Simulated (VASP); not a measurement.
Write the native input for VASP 6.6.1 that does the following.

| Property | Result |
| --- | --- |
| Task | single point |
| Functional | r2SCAN |
| Potentials or basis | VASP PAW PBE potentials, release 64 (Cs_sv, Cl) |
| Cutoff | 550 eV |
| k mesh | 6 × 6 × 6 |
| Occupations | gaussian, width 0.01 eV |
| Spin | no spin polarisation |
| Dipole correction | no |
| Further INCAR settings | ALGO = Normal; EDIFF = 1e-06; NBANDS = 15 |

The system is CsCl.

```xyz
2
Lattice="4.1778 0.0000 0.0000 0.0000 4.1778 0.0000 0.0000 0.0000 4.1778" Properties=species:S:1:pos:R:3 pbc="T T T"
Cs    0.0000    0.0000    0.0000
Cl    2.0889    2.0889    2.0889
```

One way to write it, as run:

POSCAR

```
CsCl
1.0
    4.1777937975      0.0000000000      0.0000000000
    0.0000000000      4.1777937975      0.0000000000
    0.0000000000      0.0000000000      4.1777937975
Cs Cl
1 1
Direct
    0.0000000000      0.0000000000      0.0000000000
    0.5000000000      0.5000000000      0.5000000000
```

INCAR.step1

```
SYSTEM = CsCl
ALGO = Normal
EDIFF = 1E-5
ENCUT = 550
GGA = PE
GGA_COMPAT = .FALSE.
ISMEAR = 0
LASPH = .TRUE.
LCHARG = .FALSE.
LREAL = .FALSE.
LWAVE = .TRUE.
NBANDS = 15
NELM = 120
PREC = Accurate
SIGMA = 0.01
```

INCAR.step2

```
SYSTEM = CsCl
ALGO = Normal
EDIFF = 1E-6
ENCUT = 550
GGA_COMPAT = .FALSE.
ISIF = 2
ISMEAR = 0
ISTART = 1
LASPH = .TRUE.
LCHARG = .FALSE.
LMIXTAU = .TRUE.
LREAL = .FALSE.
LWAVE = .FALSE.
METAGGA = R2SCAN
NBANDS = 15
NELM = 120
PREC = Accurate
SIGMA = 0.01
```

KPOINTS

```
k-points
0
G
  6 6 6
  0 0 0
```

Potentials or basis: VASP PAW PBE potentials, release 64 (Cs_sv, Cl).

Run with:

```console
$ cat potpaw_PBE.64/Cs_sv/POTCAR potpaw_PBE.64/Cl/POTCAR > POTCAR
$ cp INCAR.step1 INCAR
$ mpirun -np 1 vasp_std > vasp.out
$ cp INCAR.step2 INCAR
$ mpirun -np 1 vasp_std > vasp.out
```

Results of the run:

* Pressure: -0.4 GPa
* Band gap on the k mesh: 5.86 eV

Caveat: the PAW data sets were made with another functional, which shifts forces and pressure a little; spin-orbit coupling is left out, which moves the levels of the heavy elements.

Run time: 83 s on 1 thread of Intel Xeon 8259CL, with other jobs on the host, peak memory 0.19 GiB.
